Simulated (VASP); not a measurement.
Write the native input for VASP 6.6.1 that does the following.

| Property | Result |
| --- | --- |
| Task | relaxation of cell and atoms |
| Functional | PBE |
| Potentials or basis | VASP PAW PBE potentials, release 64 (C) |
| Cutoff | 600 eV |
| k mesh | 18 × 18 × 42 |
| Occupations | gaussian, width 0.1 eV |
| Spin | no spin polarisation |
| Dipole correction | no |
| Further INCAR settings | ALGO = Normal; EDIFF = 1e-07; IBRION = 2; EDIFFG = -0.01; NSW = 100; ISIF = 3 |

The structure of C lies in POSCAR:

```
C
1.0
    3.6735580459      0.0000000000      0.0000000000
   -1.8367790230      3.1813945901      0.0000000000
    0.0000000000      0.0000000000      1.2835197641
C
1
Direct
    0.0000000000      0.0000000000      0.0000000000
```

The cell was built from a structure type or drawn by symmetry, and may not be a known phase.

One way to write it, as run:

INCAR

```
  PREC = Accurate
  ENCUT = 600
  EDIFF = 1E-7
  ISMEAR = 0
  SIGMA = 0.1
  LREAL = F
  LASPH = T
  NELM = 120
  ALGO = Normal
  ISIF = 3
  LWAVE = F
  LCHARG = F
  GGA = PE
  IBRION = 2
  NSW = 100
  EDIFFG = -0.01
  GGA_COMPAT = F
  NELMIN = 4
```

KPOINTS

```
Automatic mesh
0
Gamma
  18 18 42
```

Potentials or basis: VASP PAW PBE potentials, release 64 (C).

The run is started by

```bash
$ cat potpaw_PBE.64/C/POTCAR > POTCAR
$ mpirun -np 1 vasp_std > vasp.out
```

It gave:

```yaml
Relaxed_volume: 19.67 Å³/atom
Relaxed_cell: a = 4.209 Å, b = 4.209 Å, c = 1.282 Å, α = 90.00°, β = 90.00°, γ = 120.00°
Space_group_after_relaxing_to_0.1_Å: P6/mmm (No. 191)
Energy_gained_by_relaxing: 15.8 meV/atom
Ionic_steps: 10
Pressure_after_relaxing: 0.0 GPa
Band_gap_on_the_k_mesh: zero (bands 2 and 3 overlap by 14.62 eV)
```

Caveat: the volume moved by over 15 % at a fixed basis, so the end points are rough.

It took 12 min on 1 thread of Intel Xeon 8259CL, on a shared host, peak memory 0.19 GiB.
